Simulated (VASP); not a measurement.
# Be3B2Cl3 (P6/mmm) in VASP: notebook

The runs below take Be3B2Cl3 through single point, relaxation of cell and atoms, with PBE.

Program: VASP 6.6.1. These are calculated values, not measurements. Logs are shortened: lines on timing, memory, paths and dates and some standing lists are left out, and cuts for length are marked.

## 1. The cell of the first run

Symmetry: P6/mmm, No. 191, hexagonal system. The conventional cell has a = 6.628 Å, b = 6.628 Å, c = 4.925 Å, α = 90.00°, β = 90.00°, γ = 120.00°. Be (site symmetry mmm) has 2 Cl at 2.46 Å and 4 B at 3.12 Å within 3.3 Å. B (site symmetry -6m2) has 3 Cl at 1.91 Å within 2.5 Å. Within 2.5 Å of Cl (site symmetry mmm) lie 2 B at 1.91 Å and 2 Be at 2.46 Å.

## 2. Single point, PBE

Contents of INCAR:

```
PREC = Accurate
ENCUT = 520
EDIFF = 1E-6
ISMEAR = 0
SIGMA = 0.1
LREAL = False
LASPH = True
NELM = 100
ALGO = Normal
ISIF = 2
LWAVE = False
LCHARG = False
GGA = PE
NBANDS = 26
```

Contents of KPOINTS:

```
Automatic mesh
0
Gamma
  6 6 8
```

Contents of POSCAR:

```
Be3B2Cl3
1.0
    6.6275072511      0.0000000000      0.0000000000
   -3.3137536256      5.7395896432      0.0000000000
    0.0000000000      0.0000000000      4.9249043816
Be B Cl
3 2 3
Direct
    0.5000000000      0.0000000000      0.5000000000
    0.0000000000      0.5000000000      0.5000000000
    0.5000000000      0.5000000000      0.5000000000
    0.3333333333      0.6666666667      0.0000000000
    0.6666666667      0.3333333333      0.0000000000
    0.5000000000      0.0000000000      0.0000000000
    0.0000000000      0.5000000000      0.0000000000
    0.5000000000      0.5000000000      0.0000000000
```

Potentials or basis: VASP PAW PBE potentials, release 64 (Be, B, Cl).

On the command line:

```sh
$ cat potpaw_PBE.64/Be/POTCAR potpaw_PBE.64/B/POTCAR potpaw_PBE.64/Cl/POTCAR > POTCAR
$ mpirun -np 1 vasp_std > vasp.out
```

OUTCAR:

```text
PREC = Accurate
   ENCUT = 520
   EDIFF = 1E-6
   ISMEAR = 0
   LREAL = False
   LASPH = True
   NELM = 100
   ISIF = 2
   GGA = PE

 ion  position               nearest neighbor table
   1  0.500  0.000  0.500-   6 2.46   6 2.46
   2  0.000  0.500  0.500-   7 2.46   7 2.46
   3  0.500  0.500  0.500-   8 2.46   8 2.46
   4  0.333  0.667  0.000-   7 1.91   6 1.91   8 1.91
   5  0.667  0.333  0.000-   7 1.91   6 1.91   8 1.91
   6  0.500  0.000  0.000-   4 1.91   5 1.91   1 2.46   1 2.46
   7  0.000  0.500  0.000-   4 1.91   5 1.91   2 2.46   2 2.46
   8  0.500  0.500  0.000-   4 1.91   5 1.91   3 2.46   3 2.46

  LATTYP: Found a hexagonal cell.
 ALAT       =     6.6275072511
 C/A-ratio  =     0.7431005648

  Lattice vectors:

 A1 = (   6.6275072511,   0.0000000000,   0.0000000000)
 A2 = (  -3.3137536256,   5.7395896432,   0.0000000000)
 A3 = (   0.0000000000,   0.0000000000,   4.9249043816)

Analysis of symmetry for initial positions (statically):
=====================================================================
 Subroutine PRICEL returns:
 Original cell was already a primitive cell.

 Routine SETGRP: Setting up the symmetry group for a
 hexagonal supercell.

 Subroutine GETGRP returns: Found 24 space group operations
 (whereof 24 operations were pure point group operations)
 out of a pool of 24 trial point group operations.

The static configuration has the point symmetry D_6h.

Analysis of symmetry for dynamics (positions and initial velocities):
=====================================================================
 Subroutine PRICEL returns:
 Original cell was already a primitive cell.

 Routine SETGRP: Setting up the symmetry group for a
 hexagonal supercell.

 Subroutine GETGRP returns: Found 24 space group operations
 (whereof 24 operations were pure point group operations)
 out of a pool of 24 trial point group operations.

The dynamic configuration has the point symmetry D_6h.

 Subroutine INISYM returns: Found 24 space group operations
 (whereof 24 operations are pure point group operations),
 and found     1 'primitive' translations

----------------------------------------------------------------------------------------

                                     Primitive cell

  volume of cell :     187.3393

  direct lattice vectors                    reciprocal lattice vectors
     6.627507251  0.000000000  0.000000000     0.150886293  0.087114242  0.000000000
    -3.313753626  5.739589643  0.000000000     0.000000000  0.174228484  0.000000000
     0.000000000  0.000000000  4.924904382     0.000000000  0.000000000  0.203049627

  length of vectors
     6.627507251  6.627507251  4.924904382     0.174228484  0.174228484  0.203049627

  position of ions in fractional coordinates (direct lattice)
     0.500000000  0.000000000  0.500000000
     0.000000000  0.500000000  0.500000000
     0.500000000  0.500000000  0.500000000
     0.333333333  0.666666667  0.000000000
     0.666666667  0.333333333  0.000000000
     0.500000000  0.000000000  0.000000000
     0.000000000  0.500000000  0.000000000
     0.500000000  0.500000000  0.000000000

  ion indices of the primitive-cell ions
   primitive index   ion index
                 1           1
                 2           2
                 3           3
                 4           4
                 5           5
                 6           6
                 7           7
                 8           8

----------------------------------------------------------------------------------------

 KPOINTS: Automatic mesh

Automatic generation of k-mesh.
 Grid dimensions read from file:
 generate k-points for:    6    6    8

 Generating k-lattice:

  Cartesian coordinates                     Fractional coordinates (reciprocal lattice)
     0.025147715  0.014519040  0.000000000     0.166666667  0.000000000  0.000000000
     0.000000000  0.029038081  0.000000000     0.000000000  0.166666667  0.000000000
     0.000000000  0.000000000  0.025381203     0.000000000  0.000000000  0.125000000

  Length of vectors
     0.029038081  0.029038081  0.025381203

  Shift w.r.t. Gamma in fractional coordinates (k-lattice)
     0.000000000  0.000000000  0.000000000

 Subroutine IBZKPT returns following result:
 ===========================================

 Found     35 irreducible k-points:

 Following reciprocal coordinates:
            Coordinates               Weight
  0.000000  0.000000  0.000000      1.000000
  0.166667 -0.000000  0.000000      6.000000
  0.333333 -0.000000  0.000000      6.000000
  0.500000 -0.000000  0.000000      3.000000
  0.166667  0.166667  0.000000      6.000000
  0.333333  0.166667  0.000000     12.000000
[... 16 lines left out ...]
  0.166667 -0.000000  0.375000     12.000000
  0.333333 -0.000000  0.375000     12.000000
 [... further k-points ...]
   k-points           NKPTS =     35   k-points in BZ     NKDIM =     35   number of bands    NBANDS=     26
   number of dos      NEDOS =    301   number of ions     NIONS =      8
   total plane-waves  NPLWV = 100000
   dimension x,y,z NGX =    50 NGY =   50 NGZ =   40
   dimension x,y,z NGXF=   100 NGYF=  100 NGZF=   80
   ions per type =               3   2   3
   NGX,Y,Z   is equivalent  to a cutoff of  12.54, 12.54, 13.50 a.u.
   NGXF,Y,Z  is equivalent  to a cutoff of  25.08, 25.08, 27.00 a.u.
 SYSTEM =  unknown system
   PREC   = accura    normal or accurate (medium, high low for compatibility)
   ISTART =      0    job   : 0-new  1-cont  2-samecut
   ICHARG =      2    charge: 1-file 2-atom 10-const
   ISPIN  =      1    spin polarized calculation?
   LNONCOLLINEAR =      F non collinear calculations
   LSORBIT =      F    spin-orbit coupling
   LASPH  =      T    aspherical Exc in radial PAW
   ENCUT  =  520.0 eV  38.22 Ry    6.18 a.u.  12.32 12.32  9.16*2*pi/ulx,y,z
   NELM   =    100;   NELMIN=  2; NELMDL= -5     # of ELM steps
   EDIFF  = 0.1E-05   stopping-criterion for ELM
   LREAL  =      F    real-space projection
   EDIFFG = 0.1E-04   stopping-criterion for IOM
   NSW    =      0    number of steps for IOM
   IBRION =     -1    ionic relax: 0-MD 1-quasi-New 2-CG
   NFREE  =      0    steps in history (QN), initial steepest desc. (CG)
   ISIF   =      2    stress and relaxation
   ISYM   =      2    0-nonsym 1-usesym 2-fastsym
   POTIM  = 0.5000    time-step for ionic-motion
   TEBEG  =    0.0;   TEEND  =   0.0 temperature during run
   PSTRESS=    0.0 pullay stress
   NELECT =      33.0000    total number of electrons
   NUPDOWN=      -1.0000    fix difference up-down
   EMIN   =  10.00;   EMAX   =-10.00  energy-range for DOS
   EFERMI =   0.00;   METHOD = LEGACY
   ISMEAR =     0;   SIGMA  =   0.10  broadening in eV -4-tet -1-fermi 0-gaus
   EFERMI_NEDOS =   21; number of points for ismear=-14 and -15
   IALGO  =     38    algorithm
   IMIX   =      4    mixing-type and parameters
     AMIX     =   0.40;   BMIX     =  1.00
     AMIX_MAG =   1.60;   BMIX_MAG =  1.00
  volume/ion in A,a.u.               =      23.42       158.03
  Fermi-wavevector in a.u.,A,eV,Ry     =   0.917705  1.734211 11.458593  0.842183
  Thomas-Fermi vector in A             =   2.042704
   LORBIT       =      0    0 simple, 1 ext, 2 COOP (PROOUT), +10 PAW based schemes
   GGA     = PE    functional components
   LHFCALC =     F    Hartree Fock is set to
   AEXX    =    0.0000 exact exchange contribution
   IVDW    =     0    specifies the selected vdW correction
   LEPSILON=     F    determine dielectric tensor
   LRPA    =     F    only Hartree local field effects (RPA)
 non-spin polarized calculation
 Gauss-broadening in eV      SIGMA  =   0.10
  energy-cutoff  :      520.00
  volume of cell :      187.34
 maximum number of plane-waves:      5082
 NGX is ok and might be reduce to    50
   NGX = 25   NGY = 25   NGZ = 19

 number of electron      32.9999992 magnetization

 Free energy of the ion-electron system (eV)
  ---------------------------------------------------
  ext. energy  EPLUGINS =         0.00000000
  ---------------------------------------------------
  free energy    TOTEN  =       -17.21270930 eV

  energy without entropy =      -17.19916738  energy(sigma->0) =      -17.20593834

 E-fermi :   2.0010     XC(G=0):  -7.4140

 val. band max:        1.9850384548   @ k =   0.1667  -0.0000   0.2500
 cond. band min:       2.0288946055   @ k =   0.3333  -0.0000   0.2500
 fundamental gap:      0.0438561507
 Fermi energy:         2.0009666547

 k-point     1 :       0.0000    0.0000    0.0000
  band No.  band energies     occupation
      1     -17.5026      2.00000
      2     -16.6049      2.00000
      3     -16.6049      2.00000
      4     -10.1383      2.00000
      5      -7.1359      2.00000
      6      -7.1359      2.00000
[... 18 lines left out ...]
     25       7.3535      0.00000
     26       7.4916      0.00000

 k-point     2 :       0.1667   -0.0000    0.0000
  band No.  band energies     occupation
      1     -17.4590      2.00000
      2     -16.6712      2.00000
      3     -16.6058      2.00000
      4      -9.9747      2.00000
      5      -7.3187      2.00000
      6      -7.0854      2.00000
[... 18 lines left out ...]
     25       7.0233      0.00000
     26       7.4709      0.00000

 k-point     3 :       0.3333   -0.0000    0.0000
  band No.  band energies     occupation
      1     -17.3422      2.00000
      2     -16.8322      2.00000
      3     -16.6077      2.00000
      4      -9.5550      2.00000
      5      -7.7892      2.00000
      6      -6.9757      2.00000
[... 572 lines left out ...]
 k-point    23 :       0.1667   -0.0000    0.3750
  band No.  band energies     occupation
      1     -17.4517      2.00000
      2     -16.6697      2.00000
      3     -16.6048      2.00000
      4      -9.9371      2.00000
      5      -7.2937      2.00000
      6      -7.0621      2.00000
[... 18 lines left out ...]
     25       5.9205      0.00000
     26       5.9307      0.00000

 k-point    24 :       0.3333   -0.0000    0.3750
  band No.  band energies     occupation
      1     -17.3357      2.00000
      2     -16.8293      2.00000
      3     -16.6066      2.00000
      4      -9.5194      2.00000
      5      -7.7626      2.00000
      6      -6.9559      2.00000
[... 18 lines left out ...]
     25       5.4255      0.00000
     26       5.8113      0.00000

 [... further k-points ...]
[... 5 lines left out ...]
  --------------------------------------------------------------------------------------
  -------------------------------------------------------------------------------------
  Total        0.0564515      0.0564515      0.2419537     -0.0000000     -0.0000000      0.0000000
  in kB        0.4827889      0.4827889      2.0692550     -0.0000000     -0.0000000      0.0000000
  external PRESSURE =       1.0116109 kB  Pullay stress =       0.0000000 kB

 VOLUME and BASIS-vectors are now :
 -----------------------------------------------------------------------------
  energy-cutoff  :      520.00
  volume of cell :      187.34
      direct lattice vectors                 reciprocal lattice vectors
     6.627507251  0.000000000  0.000000000     0.150886293  0.087114242  0.000000000
    -3.313753626  5.739589643  0.000000000     0.000000000  0.174228484  0.000000000
     0.000000000  0.000000000  4.924904382     0.000000000  0.000000000  0.203049627

 POSITION                                       TOTAL-FORCE (eV/Angst)
 -----------------------------------------------------------------------------------
      3.31375      0.00000      2.46245         0.000000      0.000000      0.000000
     -1.65688      2.86979      2.46245         0.000000      0.000000      0.000000
      1.65688      2.86979      2.46245         0.000000      0.000000      0.000000
     -0.00000      3.82639      0.00000        -0.000000      0.000000      0.000000
      3.31375      1.91320      0.00000         0.000000     -0.000000     -0.000000
      3.31375      0.00000      0.00000         0.000000      0.000000      0.000000
     -1.65688      2.86979      0.00000         0.000000      0.000000      0.000000
      1.65688      2.86979      0.00000         0.000000      0.000000      0.000000
 -----------------------------------------------------------------------------------
    total drift:                               -0.000000      0.000000     -0.000000

  FREE ENERGIE OF THE ION-ELECTRON SYSTEM (eV)
  ---------------------------------------------------
  free  energy   TOTEN  =       -17.2127092951 eV

  energy  without entropy=      -17.1991673818  energy(sigma->0) =      -17.20593834
```

Wall time 100 s (1 thread of Intel Xeon 6975P-C (Granite Rapids), shared host); peak memory 0.37 GiB.

What came out:

```yaml
Free_energy: -17.2127 eV
Pressure: 0.1 GPa
```

Caveat: an odd number of electrons without spin polarisation forces a metal; a magnetic or distorted state may lie lower.

## 3. Relaxation of cell and atoms, PBE

This run uses another cell than the first one, of 22.94 Å³/atom, 0.980 times its volume.

Contents of INCAR:

```
SYSTEM = Be3B2Cl3
  ALGO = Normal
  EDIFF = 1E-7
  EDIFFG = -0.01
  ENCUT = 600
  GGA = PE
  IBRION = 2
  ISIF = 3
  ISMEAR = 0
  LASPH = .TRUE.
  LCHARG = .FALSE.
  LREAL = .FALSE.
  LWAVE = .FALSE.
  NELM = 100
  NSW = 100
  PREC = Accurate
  SIGMA = 0.1
```

Contents of KPOINTS:

```
k-points
0
G
  6 6 8
  0 0 0
```

Edit POSCAR of step 2 so:

```diff
@@ -2,5 +2,5 @@
 1.0
-    6.6275072511      0.0000000000      0.0000000000
-   -3.3137536256      5.7395896432      0.0000000000
-    0.0000000000      0.0000000000      4.9249043816
+    6.7376168254      0.0000000000      0.0000000000
+   -3.3688084127      5.8349473318      0.0000000000
+    0.0000000000      0.0000000000      4.6690921067
 Be B Cl
```

Potentials or basis: VASP PAW PBE potentials, release 64 (Be, B, Cl).

On the command line:

```sh
$ cat potpaw_PBE.64/Be/POTCAR potpaw_PBE.64/B/POTCAR potpaw_PBE.64/Cl/POTCAR > POTCAR
$ mpirun -np 1 vasp_std > vasp.out
```

It took 20 min on 1 thread of Intel Xeon 6975P-C (Granite Rapids), shared host; peak memory 0.43 GiB.

Results (log left out):

```yaml
Free_energy: -17.2167 eV
Relaxed_volume: 23.80 Å³/atom
Relaxed_cell: a = 6.620 Å, b = 6.620 Å, c = 5.016 Å, α = 90.00°, β = 90.00°, γ = 120.00°
Space_group_after_relaxing_to_0.05_Å: P6/mmm (No. 191)
Energy_gained_by_relaxing: 3.6 meV/atom
Ionic_steps: 13
Pressure_after_relaxing: 0.0 GPa
```

Step by step:
```csv
step,energy change (eV),largest force (eV/Å),pressure (GPa),volume (Å³)
1,0.0000,0.0000,0.33,183.56
2,-0.0031,0.0000,0.19,184.82
3,-0.0059,0.0000,-0.18,188.21
4,-0.0060,0.0000,-0.13,187.74
5,-0.0081,0.0000,-0.15,187.69
6,-0.0156,0.0000,-0.15,187.53
7,-0.0263,0.0000,0.15,187.09
8,-0.0260,0.0000,0.33,186.93
9,-0.0265,0.0000,0.21,187.03
10,-0.0280,0.0000,0.16,188.52
11,-0.0283,0.0000,0.13,189.68
12,-0.0286,0.0000,-0.07,190.76
13,-0.0287,0.0000,0.00,190.37
```

Final structure:
```
Be B Cl
1.0
     6.62015    0.00000    0.00000
    -3.31008    5.73322    0.00000
     0.00000    0.00000    5.01577
Be B Cl
3 2 3
Cartesian
  3.3101 0.0000 2.5079
  -1.6550 2.8666 2.5079
  1.6550 2.8666 2.5079
  0.0000 3.8221 0.0000
  3.3101 1.9111 0.0000
  3.3101 0.0000 5.0158
  -1.6550 2.8666 5.0158
  1.6550 2.8666 5.0158
```

Levels at points of the mesh, in eV from the Fermi level:
```tsv
k point	band 15	band 16	band 17	band 18	band 19	band 20
(0.00, 0.00, 0.00)	-1.45	-0.29	-0.29	-0.27	0.83	0.83
(0.50, 0.00, 0.00)	-1.55	-0.63	-0.28	0.10	0.98	1.03
(0.00, 0.00, 0.50)	-1.04	0.38	0.38	0.80	0.80	1.44
(0.50, 0.00, 0.50)	-1.03	-0.32	0.49	0.66	0.92	1.97
```

Caveat: an odd number of electrons without spin polarisation forces a metal; a magnetic or distorted state may lie lower.

## 4. Single point, PBE

This run uses another cell than the first one, of 22.94 Å³/atom, 0.980 times its volume.

Contents of INCAR:

```
PREC = Accurate
ENCUT = 520
EDIFF = 1E-6
ISMEAR = 0
SIGMA = 0.1
LREAL = False
LASPH = True
NELM = 100
ALGO = Normal
ISIF = 2
LWAVE = False
LCHARG = False
GGA = PE
NBANDS = 26
```

Contents of KPOINTS:

```
regular mesh
0
Gamma
  3 3 4
```

POSCAR is that of step 3.

On the command line:

```sh
$ cat potpaw_PBE.64/Be/POTCAR potpaw_PBE.64/B/POTCAR potpaw_PBE.64/Cl/POTCAR > POTCAR
$ mpirun -np 1 vasp_std > vasp.out
```

Run time: 44 s. Hardware: 1 thread of Intel Xeon 6975P-C (Granite Rapids), shared host; peak memory 0.27 GiB.

Results (log left out):

* Free energy: -17.2312 eV
* Pressure: 0.4 GPa

Stress tensor (GPa, compression positive):
```
0.45 0.00 0.00
0.00 0.45 0.00
0.00 0.00 0.24
```

Levels at points of the mesh, in eV from the Fermi level:
```
           k point  band 14  band 15  band 16  band 17  band 18  band 19  band 20  band 21
(0.00, 0.00, 0.00)    -2.72    -1.23    -0.25    -0.25    -0.08     0.78     0.78     1.43
(0.00, 0.00, 0.50)    -3.19    -0.31     0.15     0.15     0.77     0.77     2.04     2.35
```

Caveat: an odd number of electrons without spin polarisation forces a metal; a magnetic or distorted state may lie lower.

## 5. The runs side by side

| task | cell | k mesh | cutoff (eV) | gap on the mesh (eV) | pressure (GPa) |
| --- | --- | --- | --- | --- | --- |
| single point | a = 6.628, b = 6.628, c = 4.925 Å, angles 90.0, 90.0, 120.0°, 8 atoms | 6 × 6 × 8 | 520 | none | 0.1 |
| relaxation of cell and atoms | relaxed from a = 6.738, b = 6.738, c = 4.669 Å, angles 90.0, 90.0, 120.0°, 8 atoms | 6 × 6 × 8 | 600 | none | 0.0 |
| single point | a = 6.738, b = 6.738, c = 4.669 Å, angles 90.0, 90.0, 120.0°, 8 atoms | 3 × 3 × 4 | 520 | none | 0.4 |

Alike in all rows: level PBE; potentials or basis VASP PAW PBE potentials, release 64 (Be, B, Cl); no spin polarisation; smearing gaussian 0.1 eV.

Caveats: an odd number of electrons without spin polarisation forces a metal; a magnetic or distorted state may lie lower.

Total energies depend on the potentials used, so only differences within one code and one set of settings carry meaning.
